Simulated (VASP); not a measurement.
# MoS2 (P-6m2) in VASP: notebook

The runs below take MoS2 through single point, with HSE06, PBE-based screened hybrid with 35 % exact exchange.

All numbers are computed with VASP 6.6.1; they aren't measurements. Logs are shortened: lines on timing, memory, paths and dates and some standing lists are left out, and cuts for length are marked.

### 1 The cell of the first run

It takes space group P-6m2 (No. 187, hexagonal). The conventional cell has a = 3.171 Å, b = 3.171 Å, c = 6.810 Å, α = 90.00°, β = 90.00°, γ = 120.00°. Mo (site symmetry -6m2) has 6 S at 2.40 Å and 6 Mo at 3.17 Å within 3.2 Å. Within 3.2 Å of S (site symmetry 3m) lie 3 Mo at 2.40 Å and 7 S at 3.11 to 3.17 Å.

### 2 Single point, HSE06

The input, POSCAR:

```
MoS2
1.0
    3.1710536536      0.0000000000      0.0000000000
   -1.5855268268      2.7462130208      0.0000000000
    0.0000000000      0.0000000000      6.8097212861
Mo S
1 2
Direct
    0.0000000000      0.0000000000      0.0000000000
    0.3333333333      0.6666666667      0.2285695381
    0.3333333333      0.6666666667      0.7714304619
```

The input, INCAR.step1:

```
  ALGO = Normal
  EDIFF = 1E-5
  ENCUT = 520
  GGA = PE
  ISIF = 2
  ISMEAR = 0
  LASPH = True
  LCHARG = False
  LREAL = False
  LWAVE = True
  NBANDS = 20
  NELM = 80
  PREC = Accurate
  SIGMA = 0.01
```

The input, INCAR.step2:

```
  ALGO = Normal
  EDIFF = 1E-6
  ENCUT = 520
  GGA = PE
  HFSCREEN = 0.2079
  ISIF = 2
  ISMEAR = 0
  ISTART = 1
  LASPH = True
  LCHARG = False
  LHFCALC = True
  LREAL = False
  LWAVE = False
  NBANDS = 20
  NELM = 80
  PREC = Accurate
  PRECFOCK = Normal
  SIGMA = 0.01
```

The input, KPOINTS:

```
k-points
0
Gamma
  6 6 2
```

Potentials or basis: VASP PAW PBE potentials, release 64 (Mo_sv, S).

Launch:

```bash
cat potpaw_PBE.64/Mo_sv/POTCAR potpaw_PBE.64/S/POTCAR > POTCAR
cp INCAR.step1 INCAR
mpirun -np 1 vasp_std > vasp.out
cp INCAR.step2 INCAR
mpirun -np 1 vasp_std > vasp.out
```

OUTCAR:

```text
EDIFF = 1E-6
   ENCUT = 520
   GGA = PE
   HFSCREEN = 0.2079
   ISIF = 2
   ISMEAR = 0
   ISTART = 1
   LASPH = True
   LHFCALC = True
   LREAL = False
   NELM = 80
   PREC = Accurate
   PRECFOCK = Normal

 ion  position               nearest neighbor table
   1  0.000  0.000  0.000-   2 2.40   3 2.40   2 2.40   3 2.40   2 2.40   3 2.40
   2  0.333  0.667  0.229-   1 2.40   1 2.40   1 2.40
   3  0.333  0.667  0.771-   1 2.40   1 2.40   1 2.40

  LATTYP: Found a hexagonal cell.
 ALAT       =     3.1710536536
 C/A-ratio  =     2.1474632819

  Lattice vectors:

 A1 = (   3.1710536536,   0.0000000000,   0.0000000000)
 A2 = (  -1.5855268268,   2.7462130208,   0.0000000000)
 A3 = (   0.0000000000,   0.0000000000,   6.8097212861)

Analysis of symmetry for initial positions (statically):
=====================================================================
 Subroutine PRICEL returns:
 Original cell was already a primitive cell.

 Routine SETGRP: Setting up the symmetry group for a
 hexagonal supercell.

 Subroutine GETGRP returns: Found 12 space group operations
 (whereof 12 operations were pure point group operations)
 out of a pool of 24 trial point group operations.

The static configuration has the point symmetry D_3h.

Analysis of symmetry for dynamics (positions and initial velocities):
=====================================================================
 Subroutine PRICEL returns:
 Original cell was already a primitive cell.

 Routine SETGRP: Setting up the symmetry group for a
 hexagonal supercell.

 Subroutine GETGRP returns: Found 12 space group operations
 (whereof 12 operations were pure point group operations)
 out of a pool of 24 trial point group operations.

The dynamic configuration has the point symmetry D_3h.

 Subroutine INISYM returns: Found 12 space group operations
 (whereof 12 operations are pure point group operations),
 and found     1 'primitive' translations

----------------------------------------------------------------------------------------

                                     Primitive cell

  volume of cell :      59.3017

  direct lattice vectors                    reciprocal lattice vectors
     3.171053654  0.000000000  0.000000000     0.315352595  0.182068906  0.000000000
    -1.585526827  2.746213021  0.000000000     0.000000000  0.364137812  0.000000000
     0.000000000  0.000000000  6.809721286     0.000000000  0.000000000  0.146848888

  length of vectors
     3.171053654  3.171053654  6.809721286     0.364137812  0.364137812  0.146848888

  position of ions in fractional coordinates (direct lattice)
     0.000000000  0.000000000  0.000000000
     0.333333333  0.666666667  0.228569538
     0.333333333  0.666666667  0.771430462

  ion indices of the primitive-cell ions
   primitive index   ion index
                 1           1
                 2           2
                 3           3

----------------------------------------------------------------------------------------

 KPOINTS: k-points

Automatic generation of k-mesh.
 Grid dimensions read from file:
 generate k-points for:    6    6    2

 Generating k-lattice:

  Cartesian coordinates                     Fractional coordinates (reciprocal lattice)
     0.052558766  0.030344818  0.000000000     0.166666667  0.000000000  0.000000000
     0.000000000  0.060689635  0.000000000     0.000000000  0.166666667  0.000000000
     0.000000000  0.000000000  0.073424444     0.000000000  0.000000000  0.500000000

  Length of vectors
     0.060689635  0.060689635  0.073424444

  Shift w.r.t. Gamma in fractional coordinates (k-lattice)
     0.000000000  0.000000000  0.000000000

 Subroutine IBZKPT returns following result:
 ===========================================

 Found     14 irreducible k-points:

 Following reciprocal coordinates:
            Coordinates               Weight
  0.000000  0.000000  0.000000      1.000000
  0.166667  0.000000  0.000000      6.000000
  0.333333  0.000000  0.000000      6.000000
  0.500000  0.000000  0.000000      3.000000
  0.166667  0.166667  0.000000      6.000000
  0.333333  0.166667  0.000000     12.000000
  0.333333  0.333333  0.000000      2.000000
  0.000000  0.000000  0.500000      1.000000
  0.166667  0.000000  0.500000      6.000000
  0.333333  0.000000  0.500000      6.000000
  0.500000  0.000000  0.500000      3.000000
  0.166667  0.166667  0.500000      6.000000
  0.333333  0.166667  0.500000     12.000000
  0.333333  0.333333  0.500000      2.000000
   k-points           NKPTS =     14   k-points in BZ     NKDIM =     72   number of bands    NBANDS=     20
   number of dos      NEDOS =    301   number of ions     NIONS =      3
   total plane-waves  NPLWV =  31104
   dimension x,y,z NGX =    24 NGY =   24 NGZ =   54
   dimension x,y,z NGXF=    48 NGYF=   48 NGZF=  108
   ions per type =               1   2
   NGX,Y,Z   is equivalent  to a cutoff of  12.58, 12.58, 13.18 a.u.
   NGXF,Y,Z  is equivalent  to a cutoff of  25.16, 25.16, 26.37 a.u.
 SYSTEM =  unknown system
   PREC   = accura    normal or accurate (medium, high low for compatibility)
   ISTART =      1    job   : 0-new  1-cont  2-samecut
   ICHARG =      0    charge: 1-file 2-atom 10-const
   ISPIN  =      1    spin polarized calculation?
   LNONCOLLINEAR =      F non collinear calculations
   LSORBIT =      F    spin-orbit coupling
   LASPH  =      T    aspherical Exc in radial PAW
   ENCUT  =  520.0 eV  38.22 Ry    6.18 a.u.   5.90  5.90 12.66*2*pi/ulx,y,z
   NELM   =     80;   NELMIN=  2; NELMDL=  0     # of ELM steps
   EDIFF  = 0.1E-05   stopping-criterion for ELM
   LREAL  =      F    real-space projection
   EDIFFG = 0.1E-04   stopping-criterion for IOM
   NSW    =      0    number of steps for IOM
   IBRION =     -1    ionic relax: 0-MD 1-quasi-New 2-CG
   NFREE  =      0    steps in history (QN), initial steepest desc. (CG)
   ISIF   =      2    stress and relaxation
   ISYM   =      3    0-nonsym 1-usesym 2-fastsym
   POTIM  = 0.5000    time-step for ionic-motion
   TEBEG  =    0.0;   TEEND  =   0.0 temperature during run
   PSTRESS=    0.0 pullay stress
   NELECT =      26.0000    total number of electrons
   NUPDOWN=      -1.0000    fix difference up-down
   EMIN   =  10.00;   EMAX   =-10.00  energy-range for DOS
   EFERMI =   0.00;   METHOD = LEGACY
   ISMEAR =     0;   SIGMA  =   0.01  broadening in eV -4-tet -1-fermi 0-gaus
   EFERMI_NEDOS =   21; number of points for ismear=-14 and -15
   IALGO  =     38    algorithm
   IMIX   =      1    mixing-type and parameters
     AMIX     =   0.40;   BMIX     =  1.00
     AMIX_MAG =   1.60;   BMIX_MAG =  1.00
  volume/ion in A,a.u.               =      19.77       133.40
  Fermi-wavevector in a.u.,A,eV,Ry     =   1.243685  2.350223 21.044828  1.546751
  Thomas-Fermi vector in A             =   2.377984
   LORBIT       =      0    0 simple, 1 ext, 2 COOP (PROOUT), +10 PAW based schemes
   GGA     = PE    functional components
   LHFCALC =     T    Hartree Fock is set to
   PRECFOCK=normal    Normal, Fast or Accurate (Low or Medium for compatibility)
   ENCUT4O =  -1.0   cutoff for four orbital integrals eV
   NKREDX  =     1    reduce k-point grid by
   NKREDY  =     1    reduce k-point grid by
   NKREDZ  =     1    reduce k-point grid by
   AEXX    =    0.2500 exact exchange contribution
   HFSCREEN=    0.2079 screening length (either q_TF or 0.3 A-1)
   HFSCREENC=   0.2079 screening length for correlation (either q_TF or 0.3 A-1)
   ENCUTFOCK=  -1.0 apply spherical cutoff to Coloumb kernel
   IVDW    =     0    specifies the selected vdW correction
   LEPSILON=     F    determine dielectric tensor
   LRPA    =     F    only Hartree local field effects (RPA)
 non-spin polarized calculation
 Gauss-broadening in eV      SIGMA  =   0.01
  energy-cutoff  :      520.00
  volume of cell :       59.30
 maximum number of plane-waves:      1614
 NGX is ok and might be reduce to    24
  NGX = 18; NGY = 18; NGZ = 40

 number of electron      26.0000000 magnetization

 Free energy of the ion-electron system (eV)
  ---------------------------------------------------
  ext. energy  EPLUGINS =         0.00000000
  ---------------------------------------------------
  free energy    TOTEN  =       -26.14714695 eV

  energy without entropy =      -26.14714695  energy(sigma->0) =      -26.14714695

 E-fermi :   5.7751     XC(G=0):  -8.3152

 val. band max:        5.6015820523   @ k =   0.0000   0.0000   0.5000
 cond. band min:       7.3821405720   @ k =   0.3333   0.3333   0.0000
 fundamental gap:      1.7805585197
 Fermi energy:         5.7750571231

 k-point     1 :       0.0000    0.0000    0.0000
  band No.  band energies     occupation
      1     -59.6625      2.00000
      2     -32.3955      2.00000
      3     -32.1371      2.00000
      4     -32.1371      2.00000
      5     -10.5819      2.00000
      6      -8.9957      2.00000
[... 12 lines left out ...]
     19      13.8147      0.00000
     20      15.4759      0.00000

 k-point     2 :       0.1667    0.0000    0.0000
  band No.  band energies     occupation
      1     -59.6508      2.00000
      2     -32.3722      2.00000
      3     -32.2571      2.00000
      4     -32.1645      2.00000
      5     -10.1380      2.00000
      6      -8.8253      2.00000
[... 12 lines left out ...]
     19      14.6707      0.00000
     20      16.1772      0.00000

 k-point     3 :       0.3333    0.0000    0.0000
  band No.  band energies     occupation
      1     -59.6271      2.00000
      2     -32.4909      2.00000
      3     -32.3250      2.00000
      4     -32.2188      2.00000
      5      -9.1053      2.00000
      6      -8.4365      2.00000
[... 12 lines left out ...]
     19      13.9486      0.00000
     20      14.8468      0.00000

 k-point     4 :       0.5000    0.0000    0.0000
  band No.  band energies     occupation
      1     -59.6152      2.00000
      2     -32.6051      2.00000
      3     -32.3012      2.00000
      4     -32.2458      2.00000
      5      -8.4663      2.00000
      6      -8.2094      2.00000
[... 12 lines left out ...]
     19      14.0287      0.00000
     20      14.3728      0.00000

 k-point     5 :       0.1667    0.1667    0.0000
  band No.  band energies     occupation
      1     -59.6331      2.00000
      2     -32.4109      2.00000
      3     -32.3370      2.00000
      4     -32.2280      2.00000
      5      -9.3902      2.00000
      6      -8.5370      2.00000
[... 12 lines left out ...]
     19      14.9521      0.00000
     20      16.1253      0.00000

 k-point     6 :       0.3333    0.1667    0.0000
  band No.  band energies     occupation
      1     -59.6153      2.00000
      2     -32.5458      2.00000
      3     -32.3069      2.00000
      4     -32.3014      2.00000
      5      -8.4893      2.00000
      6      -8.1891      2.00000
[... 12 lines left out ...]
     19      14.5774      0.00000
     20      15.7985      0.00000

 k-point     7 :       0.3333    0.3333    0.0000
  band No.  band energies     occupation
      1     -59.6094      2.00000
      2     -32.4803      2.00000
      3     -32.4446      2.00000
      4     -32.2897      2.00000
      5      -8.1604      2.00000
      6      -8.0338      2.00000
[... 12 lines left out ...]
     19      13.0543      0.00000
     20      16.4056      0.00000
[... 47 lines left out ...]
 k-point    10 :       0.3333    0.0000    0.5000
  band No.  band energies     occupation
      1     -59.6271      2.00000
      2     -32.4910      2.00000
      3     -32.3250      2.00000
      4     -32.2188      2.00000
      5      -9.0262      2.00000
      6      -8.5381      2.00000
[... 12 lines left out ...]
     19      14.5290      0.00000
     20      15.7116      0.00000

 k-point    11 :       0.5000    0.0000    0.5000
  band No.  band energies     occupation
      1     -59.6152      2.00000
      2     -32.6052      2.00000
      3     -32.3011      2.00000
      4     -32.2458      2.00000
      5      -8.3939      2.00000
      6      -8.2921      2.00000
[... 12 lines left out ...]
     19      13.6878      0.00000
     20      14.7238      0.00000

 k-point    12 :       0.1667    0.1667    0.5000
  band No.  band energies     occupation
      1     -59.6331      2.00000
      2     -32.4110      2.00000
      3     -32.3369      2.00000
      4     -32.2281      2.00000
      5      -9.3091      2.00000
      6      -8.6475      2.00000
[... 12 lines left out ...]
     19      15.7040      0.00000
     20      15.9760      0.00000

 k-point    13 :       0.3333    0.1667    0.5000
  band No.  band energies     occupation
      1     -59.6153      2.00000
      2     -32.5459      2.00000
      3     -32.3070      2.00000
      4     -32.3013      2.00000
      5      -8.4157      2.00000
      6      -8.2740      2.00000
[... 12 lines left out ...]
     19      14.5113      0.00000
     20      15.8956      0.00000

 k-point    14 :       0.3333    0.3333    0.5000
  band No.  band energies     occupation
      1     -59.6093      2.00000
      2     -32.4803      2.00000
      3     -32.4447      2.00000
      4     -32.2896      2.00000
      5      -8.1107      2.00000
      6      -8.0906      2.00000
[... 12 lines left out ...]
     19      14.7965      0.00000
     20      14.9026      0.00000

------------------------ aborting loop because EDIFF is reached ----------------------------------------

  FORCE on cell =-STRESS in cart. coord.  units (eV):
  Direction    XX          YY          ZZ          XY          YZ          ZX
  --------------------------------------------------------------------------------------
  -------------------------------------------------------------------------------------
  Total       -1.0204086     -1.0204086     -0.6412595      0.0000000      0.0000000      0.0000000
  in kB      -27.5687789    -27.5687789    -17.3251605      0.0000000      0.0000000      0.0000000
  external PRESSURE =     -24.1542395 kB  Pullay stress =       0.0000000 kB

 VOLUME and BASIS-vectors are now :
 -----------------------------------------------------------------------------
  energy-cutoff  :      520.00
  volume of cell :       59.30
      direct lattice vectors                 reciprocal lattice vectors
     3.171053654  0.000000000  0.000000000     0.315352595  0.182068906  0.000000000
    -1.585526827  2.746213021  0.000000000     0.000000000  0.364137812  0.000000000
     0.000000000  0.000000000  6.809721286     0.000000000  0.000000000  0.146848888

 POSITION                                       TOTAL-FORCE (eV/Angst)
 -----------------------------------------------------------------------------------
      0.00000      0.00000      0.00000        -0.000000      0.000000      0.000000
     -0.00000      1.83081      1.55649         0.000000     -0.000000     -0.419554
     -0.00000      1.83081      5.25323        -0.000000     -0.000000      0.419554
 -----------------------------------------------------------------------------------
    total drift:                               -0.000003      0.000001     -0.000003

  FREE ENERGIE OF THE ION-ELECTRON SYSTEM (eV)
  ---------------------------------------------------
  free  energy   TOTEN  =       -26.1471469453 eV

  energy  without entropy=      -26.1471469453  energy(sigma->0) =      -26.14714695
```

It took 36 min on 1 thread of Intel Xeon 8259CL, shared host; peak memory 0.29 GiB.

Results:

- Free energy: -26.1471 eV
- Pressure: -2.4 GPa
- Largest force: 0.420 eV/Å
- Band gap on the k mesh: 1.78 eV (least direct gap 2.15 eV)

Forces in eV/Å, atoms in the order of the input:
```
Mo   0.000  0.000  0.000
S    0.000  0.000 -0.420
S    0.000  0.000  0.420
```

Levels at points of the mesh, in eV from the valence-band top:
```tsv
k point	band 9	band 10	band 11	band 12	band 13	band 14	band 15	band 16	band 17	band 18
(0.00, 0.00, 0.00)	-3.45	-2.09	-2.09	-1.82	-0.81	3.16	3.16	3.36	3.36	6.56
(0.50, 0.00, 0.00)	-5.28	-4.00	-2.31	-1.60	-1.35	2.54	3.03	4.69	4.98	6.10
(0.00, 0.00, 0.50)	-3.44	-3.13	-2.10	-2.10	0.00	3.12	3.12	3.43	3.43	6.81
(0.50, 0.00, 0.50)	-4.95	-4.02	-2.99	-1.55	-1.03	2.55	3.18	4.10	4.83	7.42
```

Caveat: the k points lie up to 0.46 Å⁻¹ apart; the PAW data sets were made with another functional, which shifts forces and pressure a little; this functional lacks dispersion, which binds layers or chains, so the pressure and a relaxed spacing across them are unreliable. A k mesh can miss the band edges.

### 3 Single point, PBE-based screened hybrid with 35 % exact exchange

POSCAR is that of step 2.

Edit INCAR.step1 of step 2 so:

```diff
@@ -7,3 +7,2 @@
   LASPH = True
-  LCHARG = False
   LREAL = False
@@ -11,3 +10,3 @@
   NBANDS = 20
-  NELM = 80
+  NELM = 100
   PREC = Accurate
```

The input, INCAR.step2:

```
  AEXX = 0.35
  ALGO = Normal
  EDIFF = 1E-6
  ENCUT = 520
  GGA = PE
  HFSCREEN = 0.1
  ISIF = 2
  ISMEAR = 0
  ISTART = 1
  LASPH = True
  LCHARG = True
  LELF = True
  LHFCALC = True
  LREAL = False
  LVHAR = True
  LWAVE = False
  NBANDS = 20
  NELM = 100
  PREC = Accurate
  PRECFOCK = Normal
  SIGMA = 0.01
```

KPOINTS is that of step 2.

Potentials or basis: VASP PAW PBE potentials, release 64 (Mo_sv, S).

Launch:

```bash
cat potpaw_PBE.64/Mo_sv/POTCAR potpaw_PBE.64/S/POTCAR > POTCAR
cp INCAR.step1 INCAR
mpirun -np 1 vasp_std > vasp.out
cp INCAR.step2 INCAR
mpirun -np 1 vasp_std > vasp.out
```

Wall time 47 min (1 thread of Intel Xeon Platinum 8259CL at 2.50GHz (Skylake/Cascade Lake), shared host); peak memory 0.28 GiB.

The run converged. Its results:

| Quantity | Value |
| --- | --- |
| Free energy | -29.5163 eV |
| Pressure | -4.5 GPa |
| Largest force | 0.650 eV/Å |
| Band gap on the k mesh | 2.41 eV (least direct gap 2.74 eV) |

Forces in eV/Å, atoms in the order of the input:
```
Mo   0.000  0.000  0.000
S    0.000  0.000 -0.650
S    0.000  0.000  0.650
```

Stress tensor (GPa, compression positive):
```
-4.92  0.00  0.00
 0.00 -4.92  0.00
 0.00  0.00 -3.77
```

Levels at points of the mesh, in eV from the valence-band top:
```
           k point  band 9  band 10  band 11  band 12  band 13  band 14  band 15  band 16  band 17  band 18
(0.00, 0.00, 0.00)   -3.64    -2.16    -2.16    -1.97    -0.85     3.95     3.95     4.16     4.16     7.38
(0.50, 0.00, 0.00)   -5.58    -4.20    -2.47    -1.70    -1.43     3.29     3.81     5.55     5.88     6.93
(0.00, 0.00, 0.50)   -3.64    -3.32    -2.17    -2.17     0.00     3.91     3.91     4.23     4.23     7.63
(0.50, 0.00, 0.50)   -5.23    -4.23    -3.18    -1.64    -1.10     3.30     3.96     4.94     5.72     8.30
```

Caveat: the k points lie up to 0.46 Å⁻¹ apart; the PAW data sets were made with another functional, which shifts forces and pressure a little.
